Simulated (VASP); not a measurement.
# Nb (Im-3m) in VASP: notebook

Nb is run at these levels: PBEsol+D4, RPBE+D3(BJ), RPBE; tasks: relaxation of cell and atoms.

All numbers are computed with VASP 6.6.1; they aren't measurements. Logs are shortened: lines on timing, memory, paths and dates and some standing lists are left out, and cuts for length are marked.

### Step 1. The cell of the first run

The structure is cubic, space group Im-3m (No. 229). The conventional cell has a = 3.328 Å, b = 3.328 Å, c = 3.328 Å, α = 90.00°, β = 90.00°, γ = 90.00°. Nb (site symmetry m-3m) has 14 Nb at 2.88 to 3.33 Å within 3.8 Å.

### Step 2. Relaxation of cell and atoms, PBEsol+D4

INCAR reads:

```
  PREC = Accurate
  ENCUT = 500
  EDIFF = 1E-7
  ISMEAR = -1
  SIGMA = 0.05
  LREAL = F
  LASPH = T
  NELM = 120
  ALGO = Normal
  ISIF = 3
  LWAVE = F
  LCHARG = F
  GGA = PS
  IVDW = 13
  IBRION = 2
  NSW = 80
  EDIFFG = -0.005
  GGA_COMPAT = F
  NELMIN = 4
```

KPOINTS reads:

```
Automatic mesh
0
Gamma
  11 11 11
```

POSCAR reads:

```
Nb
1.0
   -1.6639500000      1.6639500000      1.6639500000
    1.6639500000     -1.6639500000      1.6639500000
    1.6639500000      1.6639500000     -1.6639500000
Nb
1
Direct
    0.0000000000      0.0000000000      0.0000000000
```

Potentials or basis: VASP PAW PBE potentials, release 64 (Nb_sv).

Launch:

```bash
$ cat potpaw_PBE.64/Nb_sv/POTCAR > POTCAR
$ mpirun -np 1 vasp_std > vasp.out
```

OUTCAR:

```text
PREC = Accurate
   ENCUT = 500
   EDIFF = 1E-7
   ISMEAR = -1
   LREAL = F
   LASPH = T
   NELM = 120
   ISIF = 3
   GGA = PS
   IVDW = 13
   IBRION = 2
   NSW = 80
   EDIFFG = -0.005
   NELMIN = 4

 ion  position               nearest neighbor table
   1  0.000  0.000  0.000-

  LATTYP: Found a body centered cubic cell.
 ALAT       =     3.3279000000

  Lattice vectors:

 A1 = (  -1.6639500000,   1.6639500000,   1.6639500000)
 A2 = (   1.6639500000,  -1.6639500000,   1.6639500000)
 A3 = (   1.6639500000,   1.6639500000,  -1.6639500000)

Analysis of symmetry for initial positions (statically):
=====================================================================
 Subroutine PRICEL returns:
 Original cell was already a primitive cell.

 Routine SETGRP: Setting up the symmetry group for a
 body centered cubic supercell.

 Subroutine GETGRP returns: Found 48 space group operations
 (whereof 48 operations were pure point group operations)
 out of a pool of 48 trial point group operations.

The static configuration has the point symmetry O_h .

Analysis of symmetry for dynamics (positions and initial velocities):
=====================================================================
 Subroutine PRICEL returns:
 Original cell was already a primitive cell.

 Routine SETGRP: Setting up the symmetry group for a
 body centered cubic supercell.

 Subroutine GETGRP returns: Found 48 space group operations
 (whereof 48 operations were pure point group operations)
 out of a pool of 48 trial point group operations.

The dynamic configuration has the point symmetry O_h .

 Subroutine INISYM returns: Found 48 space group operations
 (whereof 48 operations are pure point group operations),
 and found     1 'primitive' translations

----------------------------------------------------------------------------------------

                                     Primitive cell

  volume of cell :      18.4281

  direct lattice vectors                    reciprocal lattice vectors
    -1.663950000  1.663950000  1.663950000     0.000000000  0.300489798  0.300489798
     1.663950000 -1.663950000  1.663950000     0.300489798  0.000000000  0.300489798
     1.663950000  1.663950000 -1.663950000     0.300489798  0.300489798  0.000000000

  length of vectors
     2.882045941  2.882045941  2.882045941     0.424956748  0.424956748  0.424956748

  position of ions in fractional coordinates (direct lattice)
     0.000000000  0.000000000  0.000000000

  ion indices of the primitive-cell ions
   primitive index   ion index
                 1           1

----------------------------------------------------------------------------------------
[... 66 lines left out ...]
   LSORBIT =      F    spin-orbit coupling
   LASPH  =      T    aspherical Exc in radial PAW
   ENCUT  =  500.0 eV  36.75 Ry    6.06 a.u.   5.25  5.25  5.25*2*pi/ulx,y,z
   NELM   =    120;   NELMIN=  4; NELMDL= -5     # of ELM steps
   EDIFF  = 0.1E-06   stopping-criterion for ELM
   LREAL  =      F    real-space projection
   EDIFFG = -.5E-02   stopping-criterion for IOM
   NSW    =     80    number of steps for IOM
   IBRION =      2    ionic relax: 0-MD 1-quasi-New 2-CG
   NFREE  =      1    steps in history (QN), initial steepest desc. (CG)
   ISIF   =      3    stress and relaxation
   ISYM   =      2    0-nonsym 1-usesym 2-fastsym
   POTIM  = 0.5000    time-step for ionic-motion
   TEBEG  =    0.0;   TEEND  =   0.0 temperature during run
   PSTRESS=    0.0 pullay stress
   NELECT =      13.0000    total number of electrons
   NUPDOWN=      -1.0000    fix difference up-down
   EMIN   =  10.00;   EMAX   =-10.00  energy-range for DOS
   EFERMI =   0.00;   METHOD = LEGACY
   ISMEAR =    -1;   SIGMA  =   0.05  broadening in eV -4-tet -1-fermi 0-gaus
   EFERMI_NEDOS =   21; number of points for ismear=-14 and -15
   IALGO  =     38    algorithm
   IMIX   =      4    mixing-type and parameters
     AMIX     =   0.40;   BMIX     =  1.00
     AMIX_MAG =   1.60;   BMIX_MAG =  1.00
  volume/ion in A,a.u.               =      18.43       124.36
  Fermi-wavevector in a.u.,A,eV,Ry     =   1.457345  2.753983 28.896790  2.123854
  Thomas-Fermi vector in A             =   2.574157
   LORBIT       =      0    0 simple, 1 ext, 2 COOP (PROOUT), +10 PAW based schemes
   GGA     = PS    functional components
   LHFCALC =     F    Hartree Fock is set to
   AEXX    =    0.0000 exact exchange contribution
   IVDW    =    13    specifies the selected vdW correction
   LEPSILON=     F    determine dielectric tensor
   LRPA    =     F    only Hartree local field effects (RPA)
 conjugate gradient relaxation of ions
 non-spin polarized calculation
  energy-cutoff  :      500.00
  volume of cell :       18.43
 maximum number of plane-waves:       478
 NGX is ok and might be reduce to    24
   NGX = 11   NGY = 11   NGZ = 11

--------------------------------------- Ionic step        1  -------------------------------------------

 number of electron      12.9999999 magnetization

 Free energy of the ion-electron system (eV)
  ---------------------------------------------------
  ext. energy  EPLUGINS =         0.00000000
  ---------------------------------------------------
  free energy    TOTEN  =       -10.92678570 eV

  energy without entropy =      -10.91230089  energy(sigma->0) =      -10.91954330

------------------------ aborting loop because EDIFF is reached ----------------------------------------

  DFT-D4 for vdW energy calculation

  Edisp (eV):   -0.19099
[... 108 lines left out ...]
--------------------------------------- Ionic step        4  -------------------------------------------

 number of electron      13.0000001 magnetization

 Free energy of the ion-electron system (eV)
  ---------------------------------------------------
  ext. energy  EPLUGINS =         0.00000000
  ---------------------------------------------------
  free energy    TOTEN  =       -10.94860162 eV

  energy without entropy =      -10.93297562  energy(sigma->0) =      -10.94078862

 E-fermi :  11.4869     XC(G=0): -12.8110

 val. band max:       11.4768876640   @ k =   0.2727   0.0000   0.0000
 cond. band min:      11.4989806536   @ k =   0.0909   0.0909   0.0000
 fundamental gap:      0.0220929896
 Fermi energy:        11.4868553158

 k-point     1 :       0.0000    0.0000    0.0000
  band No.  band energies     occupation
      1     -42.7019      2.00000
      2     -17.9374      2.00000
      3     -17.9374      2.00000
      4     -17.9374      2.00000
      5       5.4978      2.00000
      6      11.8843      0.00071
      7      11.8843      0.00071
      8      11.8843      0.00071
      9      14.9107      0.00000
     10      14.9107      0.00000
[... 287 lines left out ...]
 k-point    24 :       0.3636    0.1818    0.0909
  band No.  band energies     occupation
      1     -42.4017      2.00000
      2     -19.1975      2.00000
      3     -18.6301      2.00000
      4     -18.1941      2.00000
      5       9.0354      2.00000
      6       9.8816      2.00000
      7      11.9269      0.00030
      8      15.3436      0.00000
      9      15.7760      0.00000
     10      20.9788      0.00000

 [... further k-points ...]

------------------------ aborting loop because EDIFF is reached ----------------------------------------

  DFT-D4 for vdW energy calculation

  Edisp (eV):   -0.20169
[... 24 lines left out ...]
  FREE ENERGIE OF THE ION-ELECTRON SYSTEM (eV)
  ---------------------------------------------------
  free  energy   TOTEN  =       -11.1502930315 eV

  energy  without entropy=      -11.1346670355  energy(sigma->0) =      -11.14248003

 reached required accuracy - stopping structural energy minimisation
```

OSZICAR:

```text
N       E                     dE             d eps       ncg     rms          rms(c)
DAV:   1     0.112713029214E+03    0.11271E+03   -0.72570E+03  1120   0.125E+03
DAV:   2    -0.632936255702E+01   -0.11904E+03   -0.11656E+03  1198   0.437E+02
DAV:   3    -0.111866200568E+02   -0.48573E+01   -0.45180E+01  1648   0.738E+01
[... 42 lines left out ...]
DAV:   4    -0.109485879016E+02   -0.13167E-04   -0.12855E-05  1430   0.383E-02    0.168E-02
DAV:   5    -0.109486009618E+02   -0.13060E-04   -0.31768E-05  1838   0.405E-02    0.756E-03
DAV:   6    -0.109486014018E+02   -0.44007E-06   -0.56895E-07  1170   0.112E-02    0.229E-03
DAV:   7    -0.109486015888E+02   -0.18697E-06   -0.86428E-08   684   0.452E-03    0.139E-04
DAV:   8    -0.109486016177E+02   -0.28920E-07   -0.18436E-08   584   0.273E-03
   4 F= -.11150293E+02 E0= -.11142480E+02  d E =-.325192E-01
```

It took 16 s on 1 thread of Intel Xeon 6975P-C (Granite Rapids), shared host; peak memory 0.15 GiB.

Results:

```
Free energy                            : -11.1503 eV
Relaxed volume                         : 17.40 Å³/atom
Relaxed cell                           : a = 2.827 Å, b = 2.827 Å, c = 2.827 Å, α = 109.47°, β = 109.47°, γ = 109.47°
Space group after relaxing (to 0.05 Å) : Im-3m (No. 229)
Energy gained by relaxing              : 32.5 meV/atom
Ionic steps                            : 4
Pressure after relaxing                : 0.0 GPa
Dispersion energy per atom             : -0.202 eV
```

Step by step:
```
step  energy change (eV)  largest force (eV/Å)  pressure (GPa)  volume (Å³)
   1              0.0000                0.0000           -9.70        18.43
   2              0.0884                0.0000           23.25        15.61
   3             -0.0325                0.0000           -0.38        17.43
   4             -0.0325                0.0000           -0.02        17.40
```

Final structure:
```
Nb
1.0
    -1.63236    1.63236    1.63236
     1.63236   -1.63236    1.63236
     1.63236    1.63236   -1.63236
Nb
1
Direct
  0.00000 0.00000 0.00000
```

Levels at points of the mesh, in eV from the Fermi level:
```tsv
k point	band 3	band 4	band 5	band 6	band 7	band 8	band 9	band 10
(0.00, 0.00, 0.00)	-29.42	-29.42	-5.99	0.40	0.40	0.40	3.42	3.42
```

Caveat: the PAW data sets were made with another functional, which shifts forces and pressure a little; pairwise dispersion overbinds metals, which lowers pressure and volume.

### Step 3. Relaxation of cell and atoms, RPBE+D3(BJ)

INCAR reads:

```
PREC = Accurate
ENCUT = 500
EDIFF = 1E-7
ISMEAR = -1
SIGMA = 0.05
LREAL = F
LASPH = T
NELM = 120
ALGO = Normal
ISIF = 3
LWAVE = F
LCHARG = F
GGA = RP
IVDW = 12
IBRION = 2
NSW = 80
EDIFFG = -0.005
GGA_COMPAT = F
NELMIN = 4
```

KPOINTS reads:

```
regular mesh
0
Gamma
  11 11 11
```

POSCAR is that of step 2.

Potentials or basis: VASP PAW PBE potentials, release 64 (Nb_sv).

Launch:

```bash
$ cat potpaw_PBE.64/Nb_sv/POTCAR > POTCAR
$ mpirun -np 1 vasp_std > vasp.out
```

Run time: 47 s. Hardware: 1 thread of Intel Xeon 6975P-C (Granite Rapids), shared host; peak memory 0.17 GiB.

The run converged. Its results:

```
Free energy                            : -14.8274 eV
Relaxed volume                         : 14.20 Å³/atom
Relaxed cell                           : a = 2.642 Å, b = 2.642 Å, c = 2.642 Å, α = 109.47°, β = 109.47°, γ = 109.47°
Space group after relaxing (to 0.05 Å) : Im-3m (No. 229)
Energy gained by relaxing              : 702.1 meV/atom
Ionic steps                            : 17
Pressure after relaxing                : 0.0 GPa
Dispersion energy per atom             : -5.860 eV
```

The path:
```csv
step,energy change (eV),largest force (eV/Å),pressure (GPa),volume (Å³)
1,0.0000,0.0000,-44.67,18.43
2,5.3571,0.0000,481.37,7.84
3,-0.6591,0.0000,-14.51,15.09
4,-0.6923,0.0000,-7.35,14.61
5,-0.7021,0.0000,0.47,14.17
6,-0.7020,0.0000,-1.00,14.25
7,-0.7020,0.0000,-0.95,14.25
8,-0.7020,0.0000,-0.80,14.24
9,-0.7020,0.0000,-0.80,14.24
10,-0.7020,0.0000,-0.80,14.24
11,-0.7020,0.0000,-0.79,14.24
12,-0.7020,0.0000,-0.76,14.24
13,-0.7020,0.0000,-0.72,14.23
14,-0.7021,0.0000,-0.63,14.23
15,-0.7021,0.0000,-0.46,14.22
16,-0.7021,0.0000,-0.11,14.20
17,-0.7021,0.0000,-0.01,14.20
```

Final structure:
```xyz
1
Lattice="-1.5253 1.5253 1.5253 1.5253 -1.5253 1.5253 1.5253 1.5253 -1.5253" Properties=species:S:1:pos:R:3 pbc="T T T"
Nb    0.0000    0.0000    0.0000
```

Levels at points of the mesh, in eV from the Fermi level:
| k point | band 2 | band 3 | band 4 | band 5 | band 6 | band 7 | band 8 | band 9 | band 10 |
| --- | --- | --- | --- | --- | --- | --- | --- | --- | --- |
| (0.00, 0.00, 0.00) | -28.89 | -28.89 | -28.89 | -6.24 | 0.13 | 0.13 | 0.13 | 3.90 | 3.90 |

Caveat: the volume moved by over 15 % at a fixed basis, so the end points are rough; the PAW data sets were made with another functional, which shifts forces and pressure a little; the volume moved by -23 % from the deposited cell, more than functionals usually miss; pairwise dispersion overbinds metals, which lowers pressure and volume.

### Step 4. Relaxation of cell and atoms, RPBE

INCAR reads:

```
  ALGO = Normal
  EDIFF = 1E-7
  EDIFFG = -0.005
  ENCUT = 500
  GGA = RP
  GGA_COMPAT = False
  IBRION = 2
  ISIF = 3
  ISMEAR = -1
  LASPH = True
  LCHARG = False
  LREAL = False
  LWAVE = False
  NELM = 120
  NELMIN = 4
  NSW = 80
  PREC = Accurate
  SIGMA = 0.05
```

KPOINTS reads:

```
k-points
0
Gamma
  11 11 11
```

POSCAR is that of step 3.

Launch:

```bash
$ cat potpaw_PBE.64/Nb_sv/POTCAR > POTCAR
$ mpirun -np 1 vasp_std > vasp.out
```

Run time: 10 s. Hardware: 1 thread of Intel Xeon 6975P-C (Granite Rapids), shared host; peak memory 0.14 GiB.

The run converged. Its results:

```yaml
Free_energy: -9.7000 eV
Relaxed_volume: 18.48 Å³/atom
Relaxed_cell: a = 2.885 Å, b = 2.885 Å, c = 2.885 Å, α = 109.47°, β = 109.47°, γ = 109.47°
Space_group_after_relaxing_to_0.05_Å: Im-3m (No. 229)
Energy_gained_by_relaxing: 0.1 meV/atom
Ionic_steps: 3
Pressure_after_relaxing: 0.0 GPa
```

Final structure:
```
Nb
1.0
    -1.66542    1.66542    1.66542
     1.66542   -1.66542    1.66542
     1.66542    1.66542   -1.66542
Nb
1
Direct
  0.00000 0.00000 0.00000
```

Levels at points of the mesh, in eV from the Fermi level:
| k point | band 2 | band 3 | band 4 | band 5 | band 6 | band 7 | band 8 | band 9 | band 10 |
| --- | --- | --- | --- | --- | --- | --- | --- | --- | --- |
| (0.00, 0.00, 0.00) | -29.75 | -29.75 | -29.75 | -5.85 | 0.41 | 0.41 | 0.41 | 3.23 | 3.23 |

Caveat: the PAW data sets were made with another functional, which shifts forces and pressure a little.

### Step 5. Summary

| level | gap on the mesh (eV) | pressure (GPa) | relaxed volume (Å³/atom) |
| --- | --- | --- | --- |
| PBEsol+D4 | none | 0.0 | 17.40 |
| RPBE+D3(BJ) | none | 0.0 | 14.20 |
| RPBE | none | 0.0 | 18.48 |

Alike in all rows: task relaxation of cell and atoms; potentials or basis VASP PAW PBE potentials, release 64 (Nb_sv); no spin polarisation; cell relaxed; k mesh 11 × 11 × 11; cutoff (eV) 500; smearing fermi-dirac 0.05 eV.

Caveats: the PAW data sets were made with another functional, which shifts forces and pressure a little; pairwise dispersion overbinds metals, which lowers pressure and volume (some runs); the volume moved by over 15 % at a fixed basis, so the end points are rough (some runs); the volume moved by -23 % from the deposited cell, more than functionals usually miss (some runs).

Absolute energies hang on the potentials; compare differences alone.
